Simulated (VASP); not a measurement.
## Ba8Ti8O22F (a cell with a defect): single point with PBE

The system is Ba8Ti8O22F (a cell with a defect).

```xyz
39
Lattice="8.0146 0.0000 0.0000 0.0000 8.0146 0.0000 0.0000 0.0000 8.0146" Properties=species:S:1:pos:R:3 pbc="T T T"
Ba    1.9761    1.9509    2.0315
Ba    1.9750    1.9527    5.9764
Ba    1.9761    6.0637    2.0315
Ba    1.9750    6.0619    5.9764
Ba    6.0423    1.9499    2.0319
Ba    6.0369    1.9542    5.9847
Ba    6.0423    6.0647    2.0319
Ba    6.0369    6.0604    5.9847
Ti    0.0135    0.0000   -0.0011
Ti   -0.0013    0.0000    4.0079
Ti   -0.0992    4.0073   -0.0063
Ti    0.0174    4.0073    4.0067
Ti    3.9867    0.0000   -0.0083
Ti    4.0100    0.0000    4.0116
Ti    4.1078    4.0073    0.1229
Ti    4.0005    4.0073    3.8938
O     2.0021    0.0000   -0.0056
O     0.0418    2.0369   -0.0038
O    -0.0002    0.0000    2.0004
O     2.0050    0.0000    4.0100
O     0.0004    2.0067    4.0113
O     0.0003    0.0000    6.0127
O     0.0418    5.9777   -0.0038
O     0.0497    4.0073    1.9779
O     2.0284    4.0073    4.0194
O     0.0004    6.0079    4.0113
O     0.0542    4.0073    6.0503
O     6.0053    0.0000   -0.0059
O     3.9457    2.0718   -0.0190
O     4.0072    0.0000    1.9955
O     6.0111    0.0000    4.0118
O     4.0106    2.0266    4.0154
O     4.0056    0.0000    6.0136
O     5.9975    4.0073    0.0106
O     3.9457    5.9428   -0.0190
O     3.9652    4.0073    1.9817
O     5.9966    4.0073    4.0115
O     4.0106    5.9880    4.0154
F     3.9799    4.0073   -1.9780
```

```
Program                : VASP 6.6.1
Task                   : single point
Functional             : PBE
Potentials or basis    : VASP PAW PBE potentials, release 64 (Ba_sv, Ti_sv, O, F)
Cutoff                 : 520 eV
k mesh                 : 2 × 2 × 2
Occupations            : fermi-dirac, width 0.02 eV
Spin                   : no spin polarisation
Dipole correction      : no
Charge                 : -1
Further INCAR settings : LREAL = Auto; ALGO = Normal; EDIFF = 1e-06; NBANDS = 182; NELECT = 316.0
```

- Largest force: 0.086 eV/Å

Forces in eV/Å, atoms in the order of the input:
```
Ba   0.020  0.055 -0.036
Ba   0.029  0.068  0.044
Ba   0.020 -0.055 -0.036
Ba   0.029 -0.068  0.044
Ba  -0.022  0.040 -0.030
Ba  -0.024  0.053  0.030
Ba  -0.022 -0.040 -0.030
Ba  -0.024 -0.053  0.030
Ti   0.001  0.000  0.011
Ti  -0.001  0.000 -0.006
Ti   0.075  0.000 -0.017
Ti   0.017  0.000  0.000
Ti   0.000  0.000 -0.001
Ti   0.003  0.000  0.005
Ti  -0.080  0.000 -0.022
Ti  -0.001  0.000  0.028
O   -0.001  0.000  0.005
O   -0.016 -0.007  0.001
O   -0.003  0.000  0.004
O   -0.001  0.000 -0.005
O   -0.006 -0.002 -0.004
O   -0.002  0.000 -0.003
O   -0.016  0.007  0.001
O   -0.014  0.000  0.005
O   -0.001  0.000  0.002
O   -0.006  0.002 -0.004
O   -0.021  0.000 -0.011
O    0.003  0.000  0.007
O    0.017 -0.017  0.002
O    0.001  0.000  0.007
O   -0.002  0.000 -0.001
O   -0.001 -0.004 -0.002
O    0.005  0.000 -0.008
O    0.004  0.000 -0.017
O    0.017  0.017  0.002
O    0.008  0.000  0.009
O    0.005  0.000 -0.001
O   -0.001  0.004 -0.002
F    0.007  0.000 -0.005
```

Levels at points of the mesh, in eV from the Fermi level:
```tsv
k point	band 153	band 154	band 155	band 156	band 157	band 158	band 159	band 160	band 161	band 162
(0.00, 0.00, 0.00)	-2.66	-2.54	-2.51	-2.50	-0.41	-0.27	-0.26	-0.24	-0.07	-0.06
(0.50, 0.00, 0.00)	-2.89	-2.88	-2.83	-2.51	-0.20	-0.14	0.09	0.31	0.31	0.70
(0.00, 0.50, 0.00)	-2.92	-2.89	-2.88	-2.54	-0.27	-0.17	-0.15	0.49	0.55	0.67
(0.00, 0.00, 0.50)	-2.89	-2.88	-2.86	-2.50	-0.29	-0.17	-0.11	0.31	0.37	0.69
(0.50, 0.50, 0.00)	-3.03	-2.99	-2.98	-2.93	0.09	0.31	0.56	0.62	0.68	0.69
(0.00, 0.50, 0.50)	-3.03	-3.00	-2.94	-2.92	-0.36	0.30	0.47	0.65	0.69	0.70
(0.50, 0.00, 0.50)	-3.03	-3.01	-3.01	-2.93	0.19	0.31	0.37	0.42	0.66	0.69
(0.50, 0.50, 0.50)	-3.10	-3.07	-3.03	-2.97	0.02	0.41	0.69	0.75	0.87	1.00
```

Wall time 19 min on 4 MPI ranks on AMD EPYC 7571, with other jobs on the host, peak memory 0.48 GiB a rank.

Caveat: the k points lie up to 0.39 Å⁻¹ apart, too coarse for converged energies and pressures of a metal; the cell carries a net charge on a neutralising background, which shifts energy and pressure; the cell is charged against a uniform background, so pressure and absolute levels hang on convention; spin-orbit coupling is left out, which moves the levels of the heavy elements; semilocal functionals often make such compounds metallic where correlation or magnetic order opens a gap, which also shifts bond lengths.
